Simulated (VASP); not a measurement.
# Co (Fd-3m) in VASP: a series of runs

Co is run at these levels: BLYP; tasks: single point.

Everything below comes from runs of VASP 6.6.1. Logs are shortened: lines on timing, memory, paths and dates and some standing lists are left out, and cuts for length are marked.

### 1 The cell of the first run

It takes space group Fd-3m (No. 227, cubic). The conventional cell has a = 4.935 Å, b = 4.935 Å, c = 4.935 Å, α = 90.00°, β = 90.00°, γ = 90.00°. Within 2.8 Å of Co (site symmetry -43m) lie 4 Co at 2.14 Å.

### 2 Single point, BLYP (volume scaled by 0.96)

Contents of INCAR:

```
SYSTEM = Co
PREC = Accurate
ENCUT = 520
EDIFF = 1E-6
ISMEAR = -1
SIGMA = 0.1
LREAL = .FALSE.
LASPH = .TRUE.
NELM = 100
ALGO = Normal
ISIF = 2
LWAVE = .FALSE.
LCHARG = .FALSE.
GGA = B5
ALDAX = 1.0
AGGAX = 1.0
AGGAC = 1.0
ALDAC = 0.0
NBANDS = 16
```

Contents of KPOINTS:

```
regular mesh
0
G
  12 12 12
  0 0 0
```

Contents of POSCAR:

```
Co
1.0
    0.0000000000      2.4676389721      2.4676389721
    2.4676389721      0.0000000000      2.4676389721
    2.4676389721      2.4676389721      0.0000000000
Co
2
Direct
    0.1250000000      0.1250000000      0.1250000000
    0.8750000000      0.8750000000      0.8750000000
```

Potentials or basis: VASP PAW PBE potentials, release 64 (Co).

The run is started by

```bash
$ cat potpaw_PBE.64/Co/POTCAR > POTCAR
$ mpirun -np 1 vasp_std > vasp.out
```

OUTCAR:

```text
SYSTEM = Co
   PREC = Accurate
   ENCUT = 520
   EDIFF = 1E-6
   ISMEAR = -1
   LREAL = .FALSE.
   LASPH = .TRUE.
   NELM = 100
   ISIF = 2
   GGA = B5

 ion  position               nearest neighbor table
   1  0.125  0.125  0.125-   2 2.14   2 2.14   2 2.14   2 2.14
   2  0.875  0.875  0.875-   1 2.14   1 2.14   1 2.14   1 2.14

  LATTYP: Found a face centered cubic cell.
 ALAT       =     4.9352779442

  Lattice vectors:

 A1 = (   0.0000000000,   2.4676389721,   2.4676389721)
 A2 = (   2.4676389721,   0.0000000000,   2.4676389721)
 A3 = (   2.4676389721,   2.4676389721,   0.0000000000)

Analysis of symmetry for initial positions (statically):
=====================================================================
 Subroutine PRICEL returns:
 Original cell was already a primitive cell.

 Routine SETGRP: Setting up the symmetry group for a
 face centered cubic supercell.

 Subroutine GETGRP returns: Found 48 space group operations
 (whereof 12 operations were pure point group operations)
 out of a pool of 48 trial point group operations.

The static configuration has the point symmetry D_3d.
 The point group associated with its full space group is O_h .

Analysis of symmetry for dynamics (positions and initial velocities):
=====================================================================
 Subroutine PRICEL returns:
 Original cell was already a primitive cell.

 Routine SETGRP: Setting up the symmetry group for a
 face centered cubic supercell.

 Subroutine GETGRP returns: Found 48 space group operations
 (whereof 12 operations were pure point group operations)
 out of a pool of 48 trial point group operations.

The dynamic configuration has the point symmetry D_3d.
 The point group associated with its full space group is O_h .

 Subroutine INISYM returns: Found 48 space group operations
 (whereof 12 operations are pure point group operations),
 and found     1 'primitive' translations

----------------------------------------------------------------------------------------

                                     Primitive cell

  volume of cell :      30.0521

  direct lattice vectors                    reciprocal lattice vectors
     0.000000000  2.467638972  2.467638972    -0.202622833  0.202622833  0.202622833
     2.467638972  0.000000000  2.467638972     0.202622833 -0.202622833  0.202622833
     2.467638972  2.467638972  0.000000000     0.202622833  0.202622833 -0.202622833

  length of vectors
     3.489768501  3.489768501  3.489768501     0.350953042  0.350953042  0.350953042

  position of ions in fractional coordinates (direct lattice)
     0.125000000  0.125000000  0.125000000
     0.875000000  0.875000000  0.875000000

  ion indices of the primitive-cell ions
   primitive index   ion index
                 1           1
                 2           2

----------------------------------------------------------------------------------------

 KPOINTS: regular mesh

Automatic generation of k-mesh.
 Grid dimensions read from file:
 generate k-points for:   12   12   12

 Generating k-lattice:

  Cartesian coordinates                     Fractional coordinates (reciprocal lattice)
    -0.016885236  0.016885236  0.016885236     0.083333333  0.000000000  0.000000000
     0.016885236 -0.016885236  0.016885236     0.000000000  0.083333333  0.000000000
     0.016885236  0.016885236 -0.016885236     0.000000000  0.000000000  0.083333333

  Length of vectors
     0.029246087  0.029246087  0.029246087

  Shift w.r.t. Gamma in fractional coordinates (k-lattice)
     0.000000000  0.000000000  0.000000000

 Subroutine IBZKPT returns following result:
 ===========================================

 Found     72 irreducible k-points:

 Following reciprocal coordinates:
            Coordinates               Weight
  0.000000  0.000000  0.000000      1.000000
  0.083333  0.000000  0.000000      8.000000
  0.166667  0.000000  0.000000      8.000000
  0.250000  0.000000  0.000000      8.000000
  0.333333  0.000000  0.000000      8.000000
  0.416667  0.000000  0.000000      8.000000
[... 16 lines left out ...]
  0.500000  0.166667  0.000000     24.000000
 -0.416667  0.166667  0.000000     24.000000
 [... further k-points ...]
   k-points           NKPTS =     72   k-points in BZ     NKDIM =     72   number of bands    NBANDS=     16
   number of dos      NEDOS =    301   number of ions     NIONS =      2
   total plane-waves  NPLWV =  21952
   dimension x,y,z NGX =    28 NGY =   28 NGZ =   28
   dimension x,y,z NGXF=    56 NGYF=   56 NGZF=   56
   ions per type =               2
   NGX,Y,Z   is equivalent  to a cutoff of  13.34, 13.34, 13.34 a.u.
   NGXF,Y,Z  is equivalent  to a cutoff of  26.68, 26.68, 26.68 a.u.
 SYSTEM =  Co
   PREC   = accura    normal or accurate (medium, high low for compatibility)
   ISTART =      0    job   : 0-new  1-cont  2-samecut
   ICHARG =      2    charge: 1-file 2-atom 10-const
   ISPIN  =      1    spin polarized calculation?
   LNONCOLLINEAR =      F non collinear calculations
   LSORBIT =      F    spin-orbit coupling
   LASPH  =      T    aspherical Exc in radial PAW
   ENCUT  =  520.0 eV  38.22 Ry    6.18 a.u.   6.49  6.49  6.49*2*pi/ulx,y,z
   NELM   =    100;   NELMIN=  2; NELMDL= -5     # of ELM steps
   EDIFF  = 0.1E-05   stopping-criterion for ELM
   LREAL  =      F    real-space projection
   EDIFFG = 0.1E-04   stopping-criterion for IOM
   NSW    =      0    number of steps for IOM
   IBRION =     -1    ionic relax: 0-MD 1-quasi-New 2-CG
   NFREE  =      0    steps in history (QN), initial steepest desc. (CG)
   ISIF   =      2    stress and relaxation
   ISYM   =      2    0-nonsym 1-usesym 2-fastsym
   POTIM  = 0.5000    time-step for ionic-motion
   TEBEG  =    0.0;   TEEND  =   0.0 temperature during run
   PSTRESS=    0.0 pullay stress
   NELECT =      18.0000    total number of electrons
   NUPDOWN=      -1.0000    fix difference up-down
   EMIN   =  10.00;   EMAX   =-10.00  energy-range for DOS
   EFERMI =   0.00;   METHOD = LEGACY
   ISMEAR =    -1;   SIGMA  =   0.10  broadening in eV -4-tet -1-fermi 0-gaus
   EFERMI_NEDOS =   21; number of points for ismear=-14 and -15
   IALGO  =     38    algorithm
   IMIX   =      4    mixing-type and parameters
     AMIX     =   0.40;   BMIX     =  1.00
     AMIX_MAG =   1.60;   BMIX_MAG =  1.00
[... 32 lines left out ...]
 Fermi energy:         6.6800120827

 k-point     1 :       0.0000    0.0000    0.0000
  band No.  band energies     occupation
      1      -0.0238      2.00000
      2       3.6924      2.00000
      3       3.6924      2.00000
      4       3.8712      2.00000
      5       3.8712      2.00000
      6       3.8712      2.00000
[... 8 lines left out ...]
     15      20.2230      0.00000
     16      20.2230      0.00000

 k-point     2 :       0.0833    0.0000    0.0000
  band No.  band energies     occupation
      1       0.1120      2.00000
      2       3.6157      2.00000
      3       3.6157      2.00000
      4       3.8778      2.00000
      5       3.9796      2.00000
      6       3.9796      2.00000
[... 8 lines left out ...]
     15      21.1961      0.00000
     16      21.2543      0.00000

 k-point     3 :       0.1667    0.0000    0.0000
  band No.  band energies     occupation
      1       0.5105      2.00000
      2       3.5406      2.00000
      3       3.5406      2.00000
      4       3.9039      2.00000
      5       4.1272      2.00000
      6       4.1272      2.00000
[... 8 lines left out ...]
     15      20.8471      0.00000
     16      22.1720      0.00000

 k-point     4 :       0.2500    0.0000    0.0000
  band No.  band energies     occupation
      1       1.1391      2.00000
      2       3.5271      2.00000
      3       3.5271      2.00000
      4       3.9597      2.00000
      5       4.1983      2.00000
      6       4.1983      2.00000
[... 8 lines left out ...]
     15      20.3628      0.00000
     16      21.7075      0.00000

 k-point     5 :       0.3333    0.0000    0.0000
  band No.  band energies     occupation
      1       1.9206      2.00000
      2       3.5808      2.00000
      3       3.5808      2.00000
      4       4.0173      2.00000
      5       4.1515      2.00000
      6       4.1515      2.00000
[... 8 lines left out ...]
     15      19.9684      0.00000
     16      21.0524      0.00000

 k-point     6 :       0.4167    0.0000    0.0000
  band No.  band energies     occupation
      1       2.6847      2.00000
      2       3.6939      2.00000
      3       3.6939      2.00000
      4       3.9370      2.00000
      5       4.0168      2.00000
      6       4.0168      2.00000
[... 8 lines left out ...]
     15      19.7210      0.00000
     16      20.6315      0.00000

 k-point     7 :       0.5000    0.0000    0.0000
  band No.  band energies     occupation
      1       3.0830      2.00000
      2       3.7817      2.00000
      3       3.8383      2.00000
      4       3.8383      2.00000
      5       3.8601      2.00000
      6       3.8601      2.00000
[... 8 lines left out ...]
     15      19.6375      0.00000
     16      20.4890      0.00000

 k-point     8 :       0.0833    0.0833    0.0000
  band No.  band energies     occupation
      1       0.1575      2.00000
      2       3.5014      2.00000
      3       3.7501      2.00000
      4       3.8834      2.00000
      5       3.8834      2.00000
      6       4.0758      2.00000
[... 8 lines left out ...]
     15      19.6555      0.00000
     16      21.8918      0.00000

 k-point     9 :       0.1667    0.0833    0.0000
  band No.  band energies     occupation
      1       0.4692      2.00000
      2       3.3993      2.00000
      3       3.7220      2.00000
      4       3.8995      2.00000
      5       3.9957      2.00000
      6       4.2223      2.00000
[... 8 lines left out ...]
     15      20.1098      0.00000
     16      20.7900      0.00000
[... 172 lines left out ...]
 k-point    19 :       0.1667    0.1667    0.0000
  band No.  band energies     occupation
      1       0.6924      2.00000
      2       3.2710      2.00000
      3       3.9098      2.00000
      4       3.9098      2.00000
      5       3.9188      2.00000
      6       4.3501      2.00000
[... 8 lines left out ...]
     15      18.8139      0.00000
     16      19.4777      0.00000

 k-point    20 :       0.2500    0.1667    0.0000
  band No.  band energies     occupation
      1       1.1624      2.00000
      2       3.1954      2.00000
      3       3.8818      2.00000
      4       3.9238      2.00000
      5       4.0615      2.00000
      6       4.4801      2.00000
[... 8 lines left out ...]
     15      18.6188      0.00000
     16      19.4213      0.00000

 k-point    21 :       0.3333    0.1667    0.0000
  band No.  band energies     occupation
      1       1.8272      2.00000
      2       3.1839      2.00000
      3       3.8949      2.00000
      4       3.9336      2.00000
      5       4.1124      2.00000
      6       4.5110      2.00000
[... 8 lines left out ...]
     15      18.2969      0.00000
     16      20.7847      0.00000

 k-point    22 :       0.4167    0.1667    0.0000
  band No.  band energies     occupation
      1       2.5630      2.00000
      2       3.2223      2.00000
      3       3.8939      2.00000
      4       3.9111      2.00000
      5       4.1195      2.00000
      6       4.4486      2.00000
[... 8 lines left out ...]
     15      18.1702      0.00000
     16      22.3976      0.00000

 k-point    23 :       0.5000    0.1667    0.0000
  band No.  band energies     occupation
      1       3.1579      2.00000
      2       3.2579      2.00000
      3       3.7857      2.00000
      4       3.8354      2.00000
      5       4.2080      2.00000
      6       4.3719      2.00000
[... 8 lines left out ...]
     15      18.2179      0.00000
     16      22.7730      0.00000

 k-point    24 :      -0.4167    0.1667    0.0000
  band No.  band energies     occupation
      1       3.1478      2.00000
      2       3.5019      2.00000
      3       3.6270      2.00000
      4       3.7869      2.00000
      5       4.2554      2.00000
      6       4.3518      2.00000
[... 8 lines left out ...]
     15      18.4365      0.00000
     16      22.2861      0.00000

 [... further k-points ...]
[... 5 lines left out ...]
  --------------------------------------------------------------------------------------
  -------------------------------------------------------------------------------------
  Total        0.8406366      0.8406366      0.8406366      0.0000000      0.0000000      0.0000000
  in kB       44.8171294     44.8171294     44.8171294      0.0000000      0.0000000      0.0000000
  external PRESSURE =      44.8171294 kB  Pullay stress =       0.0000000 kB

 VOLUME and BASIS-vectors are now :
 -----------------------------------------------------------------------------
  energy-cutoff  :      520.00
  volume of cell :       30.05
      direct lattice vectors                 reciprocal lattice vectors
     0.000000000  2.467638972  2.467638972    -0.202622833  0.202622833  0.202622833
     2.467638972  0.000000000  2.467638972     0.202622833 -0.202622833  0.202622833
     2.467638972  2.467638972  0.000000000     0.202622833  0.202622833 -0.202622833

 POSITION                                       TOTAL-FORCE (eV/Angst)
 -----------------------------------------------------------------------------------
      0.61691      0.61691      0.61691         0.000000      0.000000      0.000000
      4.31837      4.31837      4.31837        -0.000000     -0.000000     -0.000000
 -----------------------------------------------------------------------------------
    total drift:                                0.000000      0.000000     -0.000000

  FREE ENERGIE OF THE ION-ELECTRON SYSTEM (eV)
  ---------------------------------------------------
  free  energy   TOTEN  =       -10.1681211958 eV

  energy  without entropy=      -10.0213751074  energy(sigma->0) =      -10.09474815
```

It took 38 s on 1 thread of Intel Xeon 6975P-C, shared host; peak memory 0.17 GiB.

Results:

```
Free energy            : -10.1681 eV
Pressure               : 4.5 GPa
Band gap on the k mesh : zero (band 9 reaches 7.14 eV, above the bottom of band 10 at 6.41 eV)
```

Caveat: the cell differs from its parent crystal (volume scaled by 0.96); the PAW data sets were made with another functional, which shifts forces and pressure a little; the run has no spin polarisation, though such a crystal can be magnetic. Spin polarisation is off, so any magnetic state and its effect on volume and gap are missing.

### 3 Single point, BLYP

This run uses another cell than the first one, of 15.65 Å³/atom, 1.042 times its volume.

Contents of INCAR:

```
AGGAC = 1.0
AGGAX = 1.0
ALDAC = 0.0
ALDAX = 1.0
ALGO = Normal
EDIFF = 1E-6
ENCUT = 520
GGA = B5
ISIF = 2
ISMEAR = -1
LASPH = True
LCHARG = False
LREAL = False
LWAVE = False
NBANDS = 16
NELM = 100
PREC = Accurate
SIGMA = 0.1
```

Contents of KPOINTS:

```
k-points
0
Gamma
  12 12 12
```

Contents of POSCAR:

```
Co
1.0
    0.0000000000      2.5014464468      2.5014464468
    2.5014464468      0.0000000000      2.5014464468
    2.5014464468      2.5014464468      0.0000000000
Co
2
Direct
    0.1250000000      0.1250000000      0.1250000000
    0.8750000000      0.8750000000      0.8750000000
```

Potentials or basis: VASP PAW PBE potentials, release 64 (Co).

The run is started by

```bash
$ cat potpaw_PBE.64/Co/POTCAR > POTCAR
$ mpirun -np 1 vasp_std > vasp.out
```

It took 30 s on 1 thread of Intel Xeon 6975P-C, shared host; peak memory 0.17 GiB.

The run converged. Its results:

```yaml
Free_energy: -10.1833 eV
Pressure: -0.4 GPa
Band_gap_on_the_k_mesh: zero (band 9 reaches 6.66 eV, above the bottom of band 10 at 5.97 eV)
```

Levels at points of the mesh, in eV from the Fermi level:
```
           k point  band 7  band 8  band 9  band 10  band 11  band 12
(0.00, 0.00, 0.00)   -0.98   -0.98   -0.98     0.26     0.26    12.88
(0.50, 0.00, 0.00)   -1.21   -0.55   -0.55     0.07     0.07     1.38
(0.50, 0.50, 0.00)   -1.24   -1.24    0.24     0.24     1.83     1.83
```

Caveat: the PAW data sets were made with another functional, which shifts forces and pressure a little; the run has no spin polarisation, though such a crystal can be magnetic. Spin polarisation is off, so any magnetic state and its effect on volume and gap are missing.

### 4 Single point, BLYP (volume scaled by 1.04)

Contents of INCAR:

```
PREC = Accurate
ENCUT = 520
EDIFF = 1E-6
ISMEAR = -1
SIGMA = 0.1
LREAL = F
LASPH = T
NELM = 80
ALGO = Normal
ISIF = 2
LWAVE = F
LCHARG = T
GGA = B5
ALDAX = 1.0
AGGAX = 1.0
AGGAC = 1.0
ALDAC = 0.0
LELF = T
LVHAR = T
NBANDS = 16
```

Contents of KPOINTS:

```
regular mesh
0
Gamma
  12 12 12
```

Contents of POSCAR:

```
Co
1.0
    0.0000000000      2.5343639907      2.5343639907
    2.5343639907      0.0000000000      2.5343639907
    2.5343639907      2.5343639907      0.0000000000
Co
2
Direct
    0.1250000000      0.1250000000      0.1250000000
    0.8750000000      0.8750000000      0.8750000000
```

The run is started by

```bash
$ cat potpaw_PBE.64/Co/POTCAR > POTCAR
$ mpirun -np 1 vasp_std > vasp.out
```

It took 25 s on 1 thread of Intel Xeon 6975P-C, shared host; peak memory 0.17 GiB.

Results (log left out):

```
Free energy            : -10.1643 eV
Pressure               : -4.3 GPa
Band gap on the k mesh : zero (band 9 reaches 6.21 eV, above the bottom of band 10 at 5.56 eV)
```

Levels at points of the mesh, in eV from the Fermi level:
```csv
k point,band 6,band 7,band 8,band 9,band 10,band 11,band 12,band 13
"(0.00, 0.00, 0.00)",-2.54,-0.92,-0.92,-0.92,0.24,0.24,12.49,12.49
"(0.50, 0.00, 0.00)",-2.53,-1.12,-0.53,-0.53,0.07,0.07,1.31,9.10
"(0.50, 0.50, 0.00)",-1.85,-1.17,-1.17,0.22,0.22,1.76,1.76,4.78
```

Caveat: the cell differs from its parent crystal (volume scaled by 1.04); the PAW data sets were made with another functional, which shifts forces and pressure a little; the run has no spin polarisation, though such a crystal can be magnetic. Spin polarisation is off, so any magnetic state and its effect on volume and gap are missing.

### 5 Single point, BLYP (volume scaled by 1.08)

Contents of INCAR:

```
SYSTEM = Co
AGGAC = 1.0 ; AGGAX = 1.0
ALDAC = 0.0 ; ALDAX = 1.0
ALGO = Normal ; EDIFF = 1E-6
ENCUT = 520 ; GGA = B5
ISIF = 2 ; ISMEAR = -1
LASPH = .TRUE. ; LCHARG = .FALSE.
LREAL = .FALSE. ; LWAVE = .FALSE.
NBANDS = 16 ; NELM = 100
PREC = Accurate ; SIGMA = 0.1
```

Contents of KPOINTS:

```
k-points
0
G
  12 12 12
  0 0 0
```

Contents of POSCAR:

```
Co
1.0
    0.0000000000      2.5664479535      2.5664479535
    2.5664479535      0.0000000000      2.5664479535
    2.5664479535      2.5664479535      0.0000000000
Co
2
Direct
    0.1250000000      0.1250000000      0.1250000000
    0.8750000000      0.8750000000      0.8750000000
```

The run is started by

```bash
$ cat potpaw_PBE.64/Co/POTCAR > POTCAR
$ mpirun -np 1 vasp_std > vasp.out
```

Run time: 25 s. Hardware: 1 thread of Intel Xeon 6975P-C, shared host; peak memory 0.17 GiB.

It converged, with:

```
Free energy            : -10.1182 eV
Pressure               : -7.4 GPa
Band gap on the k mesh : zero (band 9 reaches 5.79 eV, above the bottom of band 10 at 5.18 eV)
```

Levels at points of the mesh, in eV from the Fermi level:
```csv
k point,band 6,band 7,band 8,band 9,band 10,band 11,band 12,band 13
"(0.00, 0.00, 0.00)",-2.42,-0.87,-0.87,-0.87,0.22,0.22,12.13,12.13
"(0.50, 0.00, 0.00)",-2.40,-1.04,-0.50,-0.50,0.06,0.06,1.24,8.84
"(0.50, 0.50, 0.00)",-1.80,-1.11,-1.11,0.21,0.21,1.70,1.70,4.70
```

Caveat: the cell differs from its parent crystal (volume scaled by 1.08); the PAW data sets were made with another functional, which shifts forces and pressure a little; the run has no spin polarisation, though such a crystal can be magnetic.

### 6 Overview

```tsv
cell	gap on the mesh (eV)	pressure (GPa)
a = 3.490 Å, angles 60.0°, 2 atoms	none	4.5
a = 3.538 Å, angles 60.0°, 2 atoms	none	-0.4
a = 3.584 Å, angles 60.0°, 2 atoms	none	-4.3
a = 3.630 Å, angles 60.0°, 2 atoms	none	-7.4
```

Alike in all rows: task single point; level BLYP; potentials or basis VASP PAW PBE potentials, release 64 (Co); no spin polarisation; k mesh 12 × 12 × 12; cutoff (eV) 520; smearing fermi-dirac 0.1 eV.

Caveats: the PAW data sets were made with another functional, which shifts forces and pressure a little; the run has no spin polarisation, though such a crystal can be magnetic.

Absolute energies hang on the potentials; compare differences alone.
